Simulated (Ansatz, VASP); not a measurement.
## In3B2H3: VASP beside Ansatz

```
CELL_PARAMETERS angstrom
4.78782 0.00000 0.00000
0.00000 4.78782 0.00000
0.00000 0.00000 4.78782
ATOMIC_POSITIONS crystal
In 0.50000 0.00000 0.00000
In 0.00000 0.50000 0.00000
In 0.00000 0.00000 0.50000
B 0.00000 0.00000 0.00000
B 0.50000 0.50000 0.50000
H 0.00000 0.50000 0.50000
H 0.50000 0.00000 0.50000
H 0.50000 0.50000 0.00000
```

Alike in both runs: functional PBE; k mesh 3 × 3 × 3; occupations gaussian, width 0.15 eV; no spin polarisation.

Ansatz relaxed the structure, and its values are those at the end. VASP's run is a single point on that final structure, the one shown.

|  | VASP | Ansatz |
| --- | --- | --- |
| version | VASP 6.6.1 | Ansatz 0.2.0 |
| potentials or method | VASP PAW PBE potentials, release 64 (In_d, B, H), cutoff 500 eV | scalar-relativistic, plane waves, PAW |
| valence electrons in the cell | 48 | 48 |

VASP gave:

```
gap on the k mesh at the Fermi level (eV) : none
pressure (GPa)                            : -0.5
```

Task: Estimate Ansatz's values.

Result: gap on the k mesh at the Fermi level (eV): none; pressure (GPa): -0.4.

A gap of «none» marks a metal or a gap that the smearing closes. With one functional, cell and mesh, what is left measures potentials, basis and numerics.

The k mesh is coarse, so the values compare programs but aren't converged.
